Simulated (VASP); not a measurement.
# SiO2 (I-42d) in VASP: notebook

SiO2 is run at these levels: LDA; tasks: single point.

Everything below comes from runs of VASP 6.6.1. Logs are shortened: lines on timing, memory, paths and dates and some standing lists are left out, and cuts for length are marked.

## (1) The cell of the first run

It takes space group I-42d (No. 122, tetragonal). The conventional cell has a = 4.263 Å, b = 4.263 Å, c = 7.391 Å, α = 90.00°, β = 90.00°, γ = 90.00°. Si (site symmetry -4) has 4 O at 1.61 Å within 2.1 Å. O (site symmetry 2) has 2 Si at 1.61 Å within 2.1 Å.

## (2) Single point, LDA

File INCAR:

```
  PREC = Accurate
  ENCUT = 520
  EDIFF = 1E-6
  ISMEAR = 0
  SIGMA = 0.02
  LREAL = F
  LASPH = T
  NELM = 60
  ALGO = Normal
  ISIF = 2
  LWAVE = F
  LCHARG = F
  GGA = CA
  NBANDS = 25
```

File KPOINTS:

```
Automatic mesh
0
Gamma
  8 8 8
```

File POSCAR:

```
SiO2
1.0
   -2.1312507716      2.1312507716      3.6954963175
    2.1312507716     -2.1312507716      3.6954963175
    2.1312507716      2.1312507716     -3.6954963175
Si O
2 4
Direct
    0.0000000000      0.0000000000      0.0000000000
    0.7500000000      0.2500000000      0.5000000000
    0.3750000000      0.3053704081      0.4303704081
    1.0553704081      0.6250000000      0.9303704081
    0.6946295919      0.1250000000      0.0696295919
    0.8750000000     -0.0553704081      0.5696295919
```

Potentials or basis: VASP PAW LDA potentials, release 64 (Si, O).

Launch:

```console
$ cat potpaw_LDA.64/Si/POTCAR potpaw_LDA.64/O/POTCAR > POTCAR
$ mpirun -np 1 vasp_std > vasp.out
```

OUTCAR:

```text
PREC = Accurate
   ENCUT = 520
   EDIFF = 1E-6
   ISMEAR = 0
   LREAL = F
   LASPH = T
   NELM = 60
   ISIF = 2
   GGA = CA

 ion  position               nearest neighbor table
   1  0.000  0.000  0.000-   5 1.61   4 1.61   3 1.61   6 1.61   2 2.82   2 2.82   2 2.82   2 2.82

   2  0.750  0.250  0.500-   6 1.61   4 1.61   5 1.61   3 1.61   1 2.82   1 2.82   1 2.82   1 2.82

   3  0.375  0.305  0.430-   1 1.61   2 1.61
   4  0.055  0.625  0.930-   1 1.61   2 1.61
   5  0.695  0.125  0.070-   1 1.61   2 1.61
   6  0.875  0.945  0.570-   2 1.61   1 1.61

  LATTYP: Found a body centered tetragonal cell.
 ALAT       =     4.2625015432
 C/A-ratio  =     1.7339565887

  Lattice vectors:

 A1 = (  -2.1312507716,   2.1312507716,   3.6954963175)
 A2 = (   2.1312507716,  -2.1312507716,   3.6954963175)
 A3 = (   2.1312507716,   2.1312507716,  -3.6954963175)

Analysis of symmetry for initial positions (statically):
=====================================================================
 Subroutine PRICEL returns:
 Original cell was already a primitive cell.

 Routine SETGRP: Setting up the symmetry group for a
 body centered tetragonal supercell.

 Subroutine GETGRP returns: Found  8 space group operations
 (whereof  4 operations were pure point group operations)
 out of a pool of 16 trial point group operations.

The static configuration has the point symmetry S_4 .
 The point group associated with its full space group is D_2d.

Analysis of symmetry for dynamics (positions and initial velocities):
=====================================================================
 Subroutine PRICEL returns:
 Original cell was already a primitive cell.

 Routine SETGRP: Setting up the symmetry group for a
 body centered tetragonal supercell.

 Subroutine GETGRP returns: Found  8 space group operations
 (whereof  4 operations were pure point group operations)
 out of a pool of 16 trial point group operations.

The dynamic configuration has the point symmetry S_4 .
 The point group associated with its full space group is D_2d.

 Subroutine INISYM returns: Found  8 space group operations
 (whereof  4 operations are pure point group operations),
 and found     1 'primitive' translations

----------------------------------------------------------------------------------------

                                     Primitive cell

  volume of cell :      67.1432

  direct lattice vectors                    reciprocal lattice vectors
    -2.131250772  2.131250772  3.695496317     0.000000000  0.234604021  0.135299824
     2.131250772 -2.131250772  3.695496317     0.234604021  0.000000000  0.135299824
     2.131250772  2.131250772 -3.695496317     0.234604021  0.234604021  0.000000000

  length of vectors
     4.768768472  4.768768472  4.768768472     0.270822984  0.270822984  0.331780188

  position of ions in fractional coordinates (direct lattice)
     0.000000000  0.000000000  0.000000000
     0.750000000  0.250000000  0.500000000
     0.375000000  0.305370408  0.430370408
     0.055370408  0.625000000  0.930370408
     0.694629592  0.125000000  0.069629592
     0.875000000  0.944629592  0.569629592

  ion indices of the primitive-cell ions
   primitive index   ion index
                 1           1
                 2           2
                 3           3
                 4           4
                 5           5
                 6           6

----------------------------------------------------------------------------------------

 KPOINTS: Automatic mesh

Automatic generation of k-mesh.
 Grid dimensions read from file:
 generate k-points for:    8    8    8

 Generating k-lattice:

  Cartesian coordinates                     Fractional coordinates (reciprocal lattice)
     0.000000000  0.029325503  0.016912478     0.125000000  0.000000000  0.000000000
     0.029325503  0.000000000  0.016912478     0.000000000  0.125000000  0.000000000
     0.029325503  0.029325503  0.000000000     0.000000000  0.000000000  0.125000000

  Length of vectors
     0.033852873  0.033852873  0.041472523

  Shift w.r.t. Gamma in fractional coordinates (k-lattice)
     0.000000000  0.000000000  0.000000000

 Subroutine IBZKPT returns following result:
 ===========================================

 Found     59 irreducible k-points:

 Following reciprocal coordinates:
            Coordinates               Weight
  0.000000  0.000000  0.000000      1.000000
  0.125000 -0.000000  0.000000      8.000000
  0.250000 -0.000000  0.000000      8.000000
  0.375000 -0.000000  0.000000      8.000000
  0.500000 -0.000000  0.000000      4.000000
  0.125000  0.125000  0.000000      8.000000
[... 16 lines left out ...]
  0.250000  0.125000  0.125000     16.000000
  0.375000  0.125000  0.125000      8.000000
 [... further k-points ...]
   k-points           NKPTS =     59   k-points in BZ     NKDIM =     59   number of bands    NBANDS=     25
   number of dos      NEDOS =    301   number of ions     NIONS =      6
   total plane-waves  NPLWV =  46656
   dimension x,y,z NGX =    36 NGY =   36 NGZ =   36
   dimension x,y,z NGXF=    72 NGYF=   72 NGZF=   72
   ions per type =               2   4
   NGX,Y,Z   is equivalent  to a cutoff of  12.55, 12.55, 12.55 a.u.
   NGXF,Y,Z  is equivalent  to a cutoff of  25.10, 25.10, 25.10 a.u.
 SYSTEM =  unknown system
   PREC   = accura    normal or accurate (medium, high low for compatibility)
   ISTART =      0    job   : 0-new  1-cont  2-samecut
   ICHARG =      2    charge: 1-file 2-atom 10-const
   ISPIN  =      1    spin polarized calculation?
   LNONCOLLINEAR =      F non collinear calculations
   LSORBIT =      F    spin-orbit coupling
   LASPH  =      T    aspherical Exc in radial PAW
   ENCUT  =  520.0 eV  38.22 Ry    6.18 a.u.   8.87  8.87  8.87*2*pi/ulx,y,z
   NELM   =     60;   NELMIN=  2; NELMDL= -5     # of ELM steps
   EDIFF  = 0.1E-05   stopping-criterion for ELM
   LREAL  =      F    real-space projection
   EDIFFG = 0.1E-04   stopping-criterion for IOM
   NSW    =      0    number of steps for IOM
   IBRION =     -1    ionic relax: 0-MD 1-quasi-New 2-CG
   NFREE  =      0    steps in history (QN), initial steepest desc. (CG)
   ISIF   =      2    stress and relaxation
   ISYM   =      2    0-nonsym 1-usesym 2-fastsym
   POTIM  = 0.5000    time-step for ionic-motion
   TEBEG  =    0.0;   TEEND  =   0.0 temperature during run
   PSTRESS=    0.0 pullay stress
   NELECT =      32.0000    total number of electrons
   NUPDOWN=      -1.0000    fix difference up-down
   EMIN   =  10.00;   EMAX   =-10.00  energy-range for DOS
   EFERMI =   0.00;   METHOD = LEGACY
   ISMEAR =     0;   SIGMA  =   0.02  broadening in eV -4-tet -1-fermi 0-gaus
   EFERMI_NEDOS =   21; number of points for ismear=-14 and -15
   IALGO  =     38    algorithm
   IMIX   =      4    mixing-type and parameters
     AMIX     =   0.40;   BMIX     =  1.00
     AMIX_MAG =   1.60;   BMIX_MAG =  1.00
  volume/ion in A,a.u.               =      11.19        75.52
  Fermi-wavevector in a.u.,A,eV,Ry     =   1.278765  2.416516 22.248803  1.635241
  Thomas-Fermi vector in A             =   2.411289
   LORBIT       =      0    0 simple, 1 ext, 2 COOP (PROOUT), +10 PAW based schemes
   GGA     = CA    functional components
   LHFCALC =     F    Hartree Fock is set to
   AEXX    =    0.0000 exact exchange contribution
   IVDW    =     0    specifies the selected vdW correction
   LEPSILON=     F    determine dielectric tensor
   LRPA    =     F    only Hartree local field effects (RPA)
 non-spin polarized calculation
 Gauss-broadening in eV      SIGMA  =   0.02
  energy-cutoff  :      520.00
  volume of cell :       67.14
 maximum number of plane-waves:      1822
   NGX = 17   NGY = 17   NGZ = 17

 number of electron      32.0000015 magnetization

 Free energy of the ion-electron system (eV)
  ---------------------------------------------------
  ext. energy  EPLUGINS =         0.00000000
  ---------------------------------------------------
  free energy    TOTEN  =       -51.38599691 eV

  energy without entropy =      -51.38599691  energy(sigma->0) =      -51.38599691

 E-fermi :   1.5154     XC(G=0): -10.4526

 val. band max:        1.4303113106   @ k =  -0.3750   0.3750   0.3750
 cond. band min:       7.8596153522   @ k =   0.0000   0.0000   0.0000
 fundamental gap:      6.4293040416
 Fermi energy:         1.5154281583

 k-point     1 :       0.0000    0.0000    0.0000
  band No.  band energies     occupation
      1     -17.8288      2.00000
      2     -15.2404      2.00000
      3     -15.2302      2.00000
      4     -15.2302      2.00000
      5      -6.6780      2.00000
      6      -3.6839      2.00000
[... 17 lines left out ...]
     24      15.3877      0.00000
     25      16.2531      0.00000

 k-point     2 :       0.1250   -0.0000    0.0000
  band No.  band energies     occupation
      1     -17.7610      2.00000
      2     -15.3339      2.00000
      3     -15.2650      2.00000
      4     -15.2178      2.00000
      5      -6.5902      2.00000
      6      -3.7739      2.00000
[... 17 lines left out ...]
     24      15.6682      0.00000
     25      16.4370      0.00000

 k-point     3 :       0.2500   -0.0000    0.0000
  band No.  band energies     occupation
      1     -17.5721      2.00000
      2     -15.5864      2.00000
      3     -15.3040      2.00000
      4     -15.2307      2.00000
      5      -6.3608      2.00000
      6      -3.9467      2.00000
[... 17 lines left out ...]
     24      15.9770      0.00000
     25      16.0561      0.00000

 k-point     4 :       0.3750   -0.0000    0.0000
  band No.  band energies     occupation
      1     -17.3208      2.00000
      2     -15.9013      2.00000
      3     -15.3277      2.00000
      4     -15.2585      2.00000
      5      -6.0985      2.00000
      6      -4.0842      2.00000
[... 17 lines left out ...]
     24      15.6669      0.00000
     25      16.2245      0.00000
[... 477 lines left out ...]
 k-point    22 :       0.1250    0.1250    0.1250
  band No.  band energies     occupation
      1     -17.3927      2.00000
      2     -15.7296      2.00000
      3     -15.3420      2.00000
      4     -15.3030      2.00000
      5      -6.2160      2.00000
      6      -4.3841      2.00000
[... 17 lines left out ...]
     24      15.6072      0.00000
     25      16.2039      0.00000

 k-point    23 :       0.2500    0.1250    0.1250
  band No.  band energies     occupation
      1     -17.1439      2.00000
      2     -15.9997      2.00000
      3     -15.3753      2.00000
      4     -15.3365      2.00000
      5      -5.9689      2.00000
      6      -4.5463      2.00000
[... 17 lines left out ...]
     24      15.2013      0.00000
     25      16.1806      0.00000

 k-point    24 :       0.3750    0.1250    0.1250
  band No.  band energies     occupation
      1     -16.9934      2.00000
      2     -16.1622      2.00000
      3     -15.3742      2.00000
      4     -15.3620      2.00000
      5      -5.8385      2.00000
      6      -4.6141      2.00000
[... 17 lines left out ...]
     24      14.9238      0.00000
     25      16.2318      0.00000

 [... further k-points ...]
[... 5 lines left out ...]
  --------------------------------------------------------------------------------------
  -------------------------------------------------------------------------------------
  Total        3.6983397      3.6983397      3.8396112      0.0000000      0.0000000      0.0000000
  in kB       88.2501621     88.2501621     91.6211956      0.0000000      0.0000000      0.0000000
  external PRESSURE =      89.3738400 kB  Pullay stress =       0.0000000 kB

 VOLUME and BASIS-vectors are now :
 -----------------------------------------------------------------------------
  energy-cutoff  :      520.00
  volume of cell :       67.14
      direct lattice vectors                 reciprocal lattice vectors
    -2.131250772  2.131250772  3.695496317     0.000000000  0.234604021  0.135299824
     2.131250772 -2.131250772  3.695496317     0.234604021  0.000000000  0.135299824
     2.131250772  2.131250772 -3.695496317     0.234604021  0.234604021  0.000000000

 POSITION                                       TOTAL-FORCE (eV/Angst)
 -----------------------------------------------------------------------------------
      0.00000      0.00000      0.00000        -0.000000     -0.000000     -0.000000
     -0.00000      2.13125      1.84775        -0.000000     -0.000000      0.000000
      0.76883      1.06563      0.92387         0.068771     -0.000000     -0.000000
      3.19688      0.76883     -0.92387         0.000000      0.068771     -0.000000
     -1.06563      1.36242      2.77162        -0.000000     -0.068771     -0.000000
      1.36242      1.06563      4.61937        -0.068771     -0.000000     -0.000000
 -----------------------------------------------------------------------------------
    total drift:                                0.000001      0.000001      0.000001

  FREE ENERGIE OF THE ION-ELECTRON SYSTEM (eV)
  ---------------------------------------------------
  free  energy   TOTEN  =       -51.3859969121 eV

  energy  without entropy=      -51.3859969121  energy(sigma->0) =      -51.38599691
```

It took 36 s on 1 thread of Intel Xeon 6975P-C (Granite Rapids), shared host; peak memory 0.2 GiB.

Results:

| Quantity | Value |
| --- | --- |
| Free energy | -51.3860 eV |
| Pressure | 8.9 GPa |
| Largest force | 0.069 eV/Å |
| Band gap on the k mesh | 6.43 eV, indirect (least direct gap 6.70 eV) |

Forces on the atoms (eV/Å):
```
Si   0.000  0.000  0.000
Si   0.000  0.000  0.000
O    0.069  0.000  0.000
O    0.000  0.069  0.000
O    0.000 -0.069  0.000
O   -0.069  0.000  0.000
```

Stress tensor (GPa, compression positive):
```
8.83 0.00 0.00
0.00 8.83 0.00
0.00 0.00 9.16
```

## (3) Single point, LDA

This run uses another cell than the first one, of 7.67 Å³/atom, 0.685 times its volume.

File INCAR:

```
SYSTEM = SiO2
ALGO = Normal
EDIFF = 1E-6
ENCUT = 520
ISIF = 2
ISMEAR = 0
LASPH = .True.
LCHARG = .False.
LREAL = .False.
LWAVE = .False.
NBANDS = 25
NELM = 100
PREC = Accurate
SIGMA = 0.02
```

File KPOINTS:

```
k-points
0
Gamma
  10 10 10
  0 0 0
```

File POSCAR:

```
SiO2
1.0
   -1.7148772711      1.7148772711      3.9124676091
    1.7148772711     -1.7148772711      3.9124676091
    1.7148772711      1.7148772711     -3.9124676091
Si O
2 4
Direct
    0.0000000000      0.0000000000      0.0000000000
    0.7500000000      0.2500000000      0.5000000000
    0.3750000000      0.3850012569      0.5100012569
    1.1350012569      0.6250000000      1.0100012569
    0.6149987431      0.1250000000     -0.0100012569
    0.8750000000     -0.1350012569      0.4899987431
```

Potentials or basis: VASP PAW LDA potentials, release 64 (Si, O).

Launch:

```console
$ cat potpaw_LDA.64/Si/POTCAR potpaw_LDA.64/O/POTCAR > POTCAR
$ mpirun -np 1 vasp_std > vasp.out
```

Run time: 53 s. Hardware: 1 thread of Intel Xeon 6975P-C (Granite Rapids), shared host; peak memory 0.22 GiB.

The run converged. Its results:

```
Free energy            : -48.2854 eV
Pressure               : 61.9 GPa
Largest force          : 0.109 eV/Å
Band gap on the k mesh : 5.58 eV, indirect (least direct gap 6.01 eV)
```

Forces in eV/Å, atoms in the order of the input:
```
Si   0.000  0.000  0.000
Si   0.000  0.000  0.000
O    0.109  0.000  0.000
O    0.000  0.109  0.000
O    0.000 -0.109  0.000
O   -0.109  0.000  0.000
```

Stress tensor (GPa, compression positive):
```
61.61  0.00  0.00
 0.00 61.61  0.00
 0.00  0.00 62.58
```

Levels at points of the mesh, in eV from the valence-band top:
| k point | band 14 | band 15 | band 16 | band 17 | band 18 | band 19 |
| --- | --- | --- | --- | --- | --- | --- |
| (0.00, 0.00, 0.00) | -1.10 | -0.48 | -0.48 | 6.47 | 6.92 | 7.91 |
| (0.50, 0.00, 0.00) | -1.84 | -1.70 | -0.83 | 9.07 | 9.69 | 9.74 |
| (0.50, 0.50, 0.00) | -0.33 | -0.05 | -0.05 | 9.95 | 9.95 | 11.51 |
| (0.50, 0.50, 0.50) | -1.22 | -0.43 | -0.43 | 5.58 | 5.58 | 8.92 |

A k mesh can miss the band edges. Expect the measured gap to be larger: semilocal functionals such as LDA lack the derivative discontinuity.

## (4) Single point, LDA

This run uses another cell than the first one, of 7.67 Å³/atom, 0.685 times its volume.

File INCAR:

```
PREC = Accurate
ENCUT = 520
EDIFF = 1E-7
ISMEAR = 0
SIGMA = 0.02
LREAL = False
LASPH = True
NELM = 60
ALGO = Normal
ISIF = 2
LWAVE = False
LCHARG = False
NBANDS = 25
```

File KPOINTS:

```
Automatic mesh
0
Gamma
  10 10 10
```

POSCAR is that of step 3.

Launch:

```console
$ cat potpaw_LDA.64/Si/POTCAR potpaw_LDA.64/O/POTCAR > POTCAR
$ mpirun -np 1 vasp_std > vasp.out
```

It took 65 s on 1 thread of Intel Xeon 6975P-C (Granite Rapids), shared host; peak memory 0.21 GiB.

It converged, with:

```
Free energy            : -48.2854 eV
Pressure               : 61.9 GPa
Largest force          : 0.109 eV/Å
Band gap on the k mesh : 5.58 eV, indirect (least direct gap 6.01 eV)
```

Forces on the atoms (eV/Å):
```
Si   0.000  0.000  0.000
Si   0.000  0.000  0.000
O    0.109  0.000  0.000
O    0.000  0.109  0.000
O    0.000 -0.109  0.000
O   -0.109  0.000  0.000
```

Stress tensor (GPa, compression positive):
```
61.61  0.00  0.00
 0.00 61.61  0.00
 0.00  0.00 62.58
```

Levels at points of the mesh, in eV from the valence-band top:
```
           k point  band 14  band 15  band 16  band 17  band 18  band 19
(0.00, 0.00, 0.00)    -1.10    -0.48    -0.48     6.47     6.92     7.91
(0.50, 0.00, 0.00)    -1.84    -1.70    -0.83     9.07     9.69     9.74
(0.50, 0.50, 0.00)    -0.33    -0.05    -0.05     9.95     9.95    11.51
(0.50, 0.50, 0.50)    -1.22    -0.43    -0.43     5.58     5.58     8.92
```

A k mesh can miss the band edges. Expect the measured gap to be larger: semilocal functionals such as LDA lack the derivative discontinuity.
